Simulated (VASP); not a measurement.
# I (Fmmm) in VASP: settings compared

Aim: see how the results for I move with the level of theory and the settings. Levels: PBEsol, PBE+D3(BJ), BLYP. Tasks: single point.

Everything below comes from runs of VASP 6.6.1. Logs are shortened: lines on timing, memory, paths and dates and some standing lists are left out, and cuts for length are marked.

## 1. The cell of the first run

The structure is orthorhombic, space group Fmmm (No. 69). Conventional cell: a = 4.357 Å, b = 4.612 Å, c = 7.446 Å, α = 90.00°, β = 90.00°, γ = 90.00°. Within 4.2 Å of I (site symmetry mmm) lie 4 I at 3.17 Å.

## 2. Single point, PBEsol

INCAR

```
  ALGO = Normal
  EDIFF = 1E-6
  ENCUT = 520
  GGA = PS
  ISIF = 2
  ISMEAR = -1
  LASPH = True
  LCHARG = False
  LREAL = False
  LWAVE = False
  NBANDS = 10
  NELM = 60
  PREC = Accurate
  SIGMA = 0.05
```

KPOINTS

```
k-points
0
Gamma
  9 9 9
```

POSCAR

```
I
1.0
    0.0000000000      2.3060541114      3.7231315673
    2.1786448094      0.0000000000      3.7231315673
    2.1786448094      2.3060541114      0.0000000000
I
1
Direct
    0.0000000000      0.0000000000      0.0000000000
```

Potentials or basis: VASP PAW PBE potentials, release 64 (I).

Started as:

```bash
> cat potpaw_PBE.64/I/POTCAR > POTCAR
> mpirun -np 1 vasp_std > vasp.out
```

OUTCAR:

```text
EDIFF = 1E-6
   ENCUT = 520
   GGA = PS
   ISIF = 2
   ISMEAR = -1
   LASPH = True
   LREAL = False
   NELM = 60
   PREC = Accurate

 ion  position               nearest neighbor table
   1  0.000  0.000  0.000-

  LATTYP: Found a face centered orthorhombic cell.
 ALAT       =     4.3572896188
 B/A-ratio  =     1.0584809885
 C/A-ratio  =     1.7089208627

  Lattice vectors:

 A1 = (   0.0000000000,   2.3060541114,   3.7231315673)
 A2 = (   2.1786448094,   0.0000000000,   3.7231315673)
 A3 = (   2.1786448094,   2.3060541114,   0.0000000000)

Analysis of symmetry for initial positions (statically):
=====================================================================
 Subroutine PRICEL returns:
 Original cell was already a primitive cell.

 Routine SETGRP: Setting up the symmetry group for a
 face centered orthorhombic supercell.

 Subroutine GETGRP returns: Found  8 space group operations
 (whereof  8 operations were pure point group operations)
 out of a pool of  8 trial point group operations.

The static configuration has the point symmetry D_2h.

Analysis of symmetry for dynamics (positions and initial velocities):
=====================================================================
 Subroutine PRICEL returns:
 Original cell was already a primitive cell.

 Routine SETGRP: Setting up the symmetry group for a
 face centered orthorhombic supercell.

 Subroutine GETGRP returns: Found  8 space group operations
 (whereof  8 operations were pure point group operations)
 out of a pool of  8 trial point group operations.

The dynamic configuration has the point symmetry D_2h.

 Subroutine INISYM returns: Found  8 space group operations
 (whereof  8 operations are pure point group operations),
 and found     1 'primitive' translations

----------------------------------------------------------------------------------------

                                     Primitive cell

  volume of cell :      37.4106

  direct lattice vectors                    reciprocal lattice vectors
     0.000000000  2.306054111  3.723131567    -0.229500466  0.216820584  0.134295550
     2.178644809  0.000000000  3.723131567     0.229500466 -0.216820584  0.134295550
     2.178644809  2.306054111  0.000000000     0.229500466  0.216820584 -0.134295550

  length of vectors
     4.379451362  4.313722508  3.172440507     0.343099001  0.343099001  0.343099001

  position of ions in fractional coordinates (direct lattice)
     0.000000000  0.000000000  0.000000000

  ion indices of the primitive-cell ions
   primitive index   ion index
                 1           1

----------------------------------------------------------------------------------------

 KPOINTS: k-points

Automatic generation of k-mesh.
 Grid dimensions read from file:
 generate k-points for:    9    9    9

 Generating k-lattice:

  Cartesian coordinates                     Fractional coordinates (reciprocal lattice)
    -0.025500052  0.024091176  0.014921728     0.111111111  0.000000000  0.000000000
     0.025500052 -0.024091176  0.014921728    -0.000000000  0.111111111 -0.000000000
     0.025500052  0.024091176 -0.014921728     0.000000000  0.000000000  0.111111111

  Length of vectors
     0.038122111  0.038122111  0.038122111

  Shift w.r.t. Gamma in fractional coordinates (k-lattice)
     0.000000000  0.000000000  0.000000000

 Subroutine IBZKPT returns following result:
 ===========================================

 Found    125 irreducible k-points:

 Following reciprocal coordinates:
            Coordinates               Weight
  0.000000  0.000000  0.000000      1.000000
  0.111111  0.000000  0.000000      8.000000
  0.222222  0.000000  0.000000      8.000000
  0.333333  0.000000  0.000000      8.000000
  0.444444  0.000000  0.000000      8.000000
  0.111111  0.111111  0.000000      2.000000
[... 16 lines left out ...]
 -0.333333  0.333333 -0.000000      4.000000
  0.444444  0.444444  0.000000      2.000000
 [... further k-points ...]
   k-points           NKPTS =    125   k-points in BZ     NKDIM =    125   number of bands    NBANDS=     10
   number of dos      NEDOS =    301   number of ions     NIONS =      1
   total plane-waves  NPLWV =  27648
   dimension x,y,z NGX =    36 NGY =   32 NGZ =   24
   dimension x,y,z NGXF=    72 NGYF=   64 NGZF=   48
   ions per type =               1
   NGX,Y,Z   is equivalent  to a cutoff of  13.67, 12.33, 12.58 a.u.
   NGXF,Y,Z  is equivalent  to a cutoff of  27.33, 24.66, 25.15 a.u.
 SYSTEM =  unknown system
   PREC   = accura    normal or accurate (medium, high low for compatibility)
   ISTART =      0    job   : 0-new  1-cont  2-samecut
   ICHARG =      2    charge: 1-file 2-atom 10-const
   ISPIN  =      1    spin polarized calculation?
   LNONCOLLINEAR =      F non collinear calculations
   LSORBIT =      F    spin-orbit coupling
   LASPH  =      T    aspherical Exc in radial PAW
   ENCUT  =  520.0 eV  38.22 Ry    6.18 a.u.   8.14  8.02  5.90*2*pi/ulx,y,z
   NELM   =     60;   NELMIN=  2; NELMDL= -5     # of ELM steps
   EDIFF  = 0.1E-05   stopping-criterion for ELM
   LREAL  =      F    real-space projection
   EDIFFG = 0.1E-04   stopping-criterion for IOM
   NSW    =      0    number of steps for IOM
   IBRION =     -1    ionic relax: 0-MD 1-quasi-New 2-CG
   NFREE  =      0    steps in history (QN), initial steepest desc. (CG)
   ISIF   =      2    stress and relaxation
   ISYM   =      2    0-nonsym 1-usesym 2-fastsym
   POTIM  = 0.5000    time-step for ionic-motion
   TEBEG  =    0.0;   TEEND  =   0.0 temperature during run
   PSTRESS=    0.0 pullay stress
   NELECT =       7.0000    total number of electrons
   NUPDOWN=      -1.0000    fix difference up-down
   EMIN   =  10.00;   EMAX   =-10.00  energy-range for DOS
   EFERMI =   0.00;   METHOD = LEGACY
   ISMEAR =    -1;   SIGMA  =   0.05  broadening in eV -4-tet -1-fermi 0-gaus
   EFERMI_NEDOS =   21; number of points for ismear=-14 and -15
   IALGO  =     38    algorithm
   IMIX   =      4    mixing-type and parameters
     AMIX     =   0.40;   BMIX     =  1.00
     AMIX_MAG =   1.60;   BMIX_MAG =  1.00
  volume/ion in A,a.u.               =      37.41       252.46
  Fermi-wavevector in a.u.,A,eV,Ry     =   0.936360  1.769463 11.929175  0.876770
  Thomas-Fermi vector in A             =   2.063361
   LORBIT       =      0    0 simple, 1 ext, 2 COOP (PROOUT), +10 PAW based schemes
   GGA     = PS    functional components
   LHFCALC =     F    Hartree Fock is set to
   AEXX    =    0.0000 exact exchange contribution
   IVDW    =     0    specifies the selected vdW correction
   LEPSILON=     F    determine dielectric tensor
   LRPA    =     F    only Hartree local field effects (RPA)
 non-spin polarized calculation
  energy-cutoff  :      520.00
  volume of cell :       37.41
 maximum number of plane-waves:      1028
 NGX is ok and might be reduce to    36
   NGX = 17   NGY = 17   NGZ = 11

 number of electron       7.0000000 magnetization

 Free energy of the ion-electron system (eV)
  ---------------------------------------------------
  ext. energy  EPLUGINS =         0.00000000
  ---------------------------------------------------
  free energy    TOTEN  =        -1.66778750 eV

  energy without entropy =       -1.66315915  energy(sigma->0) =       -1.66547333

 E-fermi :   4.2697     XC(G=0):  -8.8248

 val. band max:        4.2086682936   @ k =   0.0000   0.1111   0.1111
 cond. band min:       4.2715447107   @ k =   0.3333   0.2222   0.1111
 fundamental gap:      0.0628764170
 Fermi energy:         4.2696544310

 k-point     1 :       0.0000    0.0000    0.0000
  band No.  band energies     occupation
      1     -10.0098      2.00000
      2       2.3965      2.00000
      3       5.1789      0.00000
      4       5.3897      0.00000
      5       8.7269      0.00000
      6      11.6917      0.00000
      7      12.5817      0.00000
      8      16.2808      0.00000
      9      16.4744      0.00000
     10      16.5190      0.00000

 k-point     2 :       0.1111    0.0000    0.0000
  band No.  band energies     occupation
      1      -9.8643      2.00000
      2       2.3585      2.00000
      3       4.0789      1.95691
      4       5.3804      0.00000
      5       9.1289      0.00000
      6      12.1259      0.00000
      7      13.5975      0.00000
      8      14.0406      0.00000
      9      16.5743      0.00000
     10      17.1432      0.00000

 k-point     3 :       0.2222    0.0000    0.0000
  band No.  band energies     occupation
      1      -9.4550      2.00000
      2       1.8222      2.00000
      3       2.4367      2.00000
      4       5.6162      0.00000
      5       9.8539      0.00000
      6      12.2025      0.00000
      7      12.5455      0.00000
      8      16.4486      0.00000
      9      17.0854      0.00000
     10      17.8962      0.00000

 k-point     4 :       0.3333    0.0000    0.0000
  band No.  band energies     occupation
      1      -8.8887      2.00000
      2      -0.0296      2.00000
      3       2.3741      2.00000
      4       5.9193      0.00000
      5       9.4565      0.00000
      6      12.7967      0.00000
      7      13.0296      0.00000
      8      16.4768      0.00000
      9      17.8088      0.00000
     10      18.4506      0.00000

 k-point     5 :       0.4444    0.0000    0.0000
  band No.  band energies     occupation
      1      -8.4240      2.00000
      2      -1.2016      2.00000
      3       2.4016      2.00000
      4       6.1394      0.00000
      5       8.7947      0.00000
      6      13.4445      0.00000
      7      14.6680      0.00000
      8      16.0407      0.00000
      9      16.8463      0.00000
     10      17.9926      0.00000

 k-point     6 :       0.1111    0.1111    0.0000
  band No.  band energies     occupation
      1      -9.9702      2.00000
      2       1.9403      2.00000
      3       5.1384      0.00000
      4       5.3520      0.00000
      5       9.4704      0.00000
      6      11.5919      0.00000
      7      12.3723      0.00000
      8      16.5363      0.00000
      9      16.7646      0.00000
     10      16.9273      0.00000

 k-point     7 :       0.2222    0.1111    0.0000
  band No.  band energies     occupation
      1      -9.7903      2.00000
      2       1.6041      2.00000
      3       4.0189      1.98682
      4       5.3105      0.00000
      5      10.3510      0.00000
      6      11.9043      0.00000
      7      13.2963      0.00000
      8      14.7753      0.00000
      9      17.0656      0.00000
     10      17.8398      0.00000

 k-point     8 :       0.3333    0.1111    0.0000
  band No.  band energies     occupation
      1      -9.3616      2.00000
      2       1.3209      2.00000
      3       2.0553      2.00000
      4       5.5346      0.00000
      5      10.7745      0.00000
      6      12.2195      0.00000
      7      13.7553      0.00000
      8      16.2318      0.00000
      9      17.6080      0.00000
     10      18.3402      0.00000

 k-point     9 :       0.4444    0.1111    0.0000
  band No.  band energies     occupation
      1      -8.8039      2.00000
      2      -0.1430      2.00000
      3       1.7801      2.00000
      4       5.8529      0.00000
      5       9.9885      0.00000
      6      12.7472      0.00000
      7      14.9718      0.00000
      8      16.5541      0.00000
      9      17.9553      0.00000
     10      18.3762      0.00000
[... 118 lines left out ...]
 k-point    19 :      -0.2222    0.2222   -0.0000
  band No.  band energies     occupation
      1      -8.4673      2.00000
      2      -1.0976      2.00000
      3       2.4904      2.00000
      4       6.1689      0.00000
      5       9.8064      0.00000
      6      11.5321      0.00000
      7      13.5950      0.00000
      8      16.1643      0.00000
      9      16.7522      0.00000
     10      18.3664      0.00000

 k-point    20 :       0.3333    0.3333    0.0000
  band No.  band energies     occupation
      1      -9.7407      2.00000
      2       0.2017      2.00000
      3       4.9311      0.00000
      4       5.1583      0.00000
      5      11.1458      0.00000
      6      11.5937      0.00000
      7      13.4235      0.00000
      8      18.3863      0.00000
      9      18.5432      0.00000
     10      19.4230      0.00000

 k-point    21 :       0.4444    0.3333   -0.0000
  band No.  band energies     occupation
      1      -9.5607      2.00000
      2       0.0630      2.00000
      3       3.7894      1.99987
      4       5.1205      0.00000
      5      11.3975      0.00000
      6      12.7356      0.00000
      7      14.1810      0.00000
      8      17.6381      0.00000
      9      19.1240      0.00000
     10      20.0081      0.00000

 k-point    22 :      -0.4444    0.3333    0.0000
  band No.  band energies     occupation
      1      -9.1734      2.00000
      2       0.3303      2.00000
      3       1.6693      2.00000
      4       5.3881      0.00000
      5      11.7886      0.00000
      6      13.2932      0.00000
      7      15.3423      0.00000
      8      18.0447      0.00000
      9      18.3454      0.00000
     10      18.7836      0.00000

 k-point    23 :      -0.3333    0.3333   -0.0000
  band No.  band energies     occupation
      1      -8.6952      2.00000
      2      -0.1643      2.00000
      3       0.9757      2.00000
      4       5.7733      0.00000
      5      11.8252      0.00000
      6      12.4315      0.00000
      7      14.8402      0.00000
      8      16.8351      0.00000
      9      18.5012      0.00000
     10      19.6762      0.00000

 k-point    24 :       0.4444    0.4444    0.0000
  band No.  band energies     occupation
      1      -9.6544      2.00000
      2      -0.2661      2.00000
      3       4.8632      0.00001
      4       5.0947      0.00000
      5      11.0168      0.00000
      6      11.3968      0.00000
      7      15.3726      0.00000
      8      19.6230      0.00000
      9      19.7449      0.00000
     10      20.1697      0.00000

 [... further k-points ...]
[... 5 lines left out ...]
  --------------------------------------------------------------------------------------
  -------------------------------------------------------------------------------------
  Total       -0.0019520     -0.0042696      0.0022239      0.0000000      0.0000000      0.0000000
  in kB       -0.0836000     -0.1828527      0.0952412      0.0000000      0.0000000      0.0000000
  external PRESSURE =      -0.0570705 kB  Pullay stress =       0.0000000 kB

 VOLUME and BASIS-vectors are now :
 -----------------------------------------------------------------------------
  energy-cutoff  :      520.00
  volume of cell :       37.41
      direct lattice vectors                 reciprocal lattice vectors
     0.000000000  2.306054111  3.723131567    -0.229500466  0.216820584  0.134295550
     2.178644809  0.000000000  3.723131567     0.229500466 -0.216820584  0.134295550
     2.178644809  2.306054111  0.000000000     0.229500466  0.216820584 -0.134295550

 POSITION                                       TOTAL-FORCE (eV/Angst)
 -----------------------------------------------------------------------------------
      0.00000      0.00000      0.00000         0.000000      0.000000      0.000000
 -----------------------------------------------------------------------------------
    total drift:                                0.000000      0.000000      0.000000

  FREE ENERGIE OF THE ION-ELECTRON SYSTEM (eV)
  ---------------------------------------------------
  free  energy   TOTEN  =        -1.6677875006 eV

  energy  without entropy=       -1.6631591520  energy(sigma->0) =       -1.66547333
```

It took 11 s on 1 thread of Intel Xeon 6975P-C (Granite Rapids), shared host; peak memory 0.2 GiB.

What came out:

```yaml
Free_energy: -1.6678 eV
Pressure: 0.0 GPa
```

Levels at points of the mesh, in eV from the Fermi level:
```tsv
k point	band 2	band 3	band 4	band 5	band 6	band 7
(0.00, 0.00, 0.00)	-1.87	0.91	1.12	4.46	7.42	8.31
```

Caveat: the PAW data sets were made with another functional, which shifts forces and pressure a little; spin-orbit coupling is left out, which moves the levels of the heavy elements; an odd number of electrons without spin polarisation forces a metal; a magnetic or distorted state may lie lower.

[end of part 1 of 2]
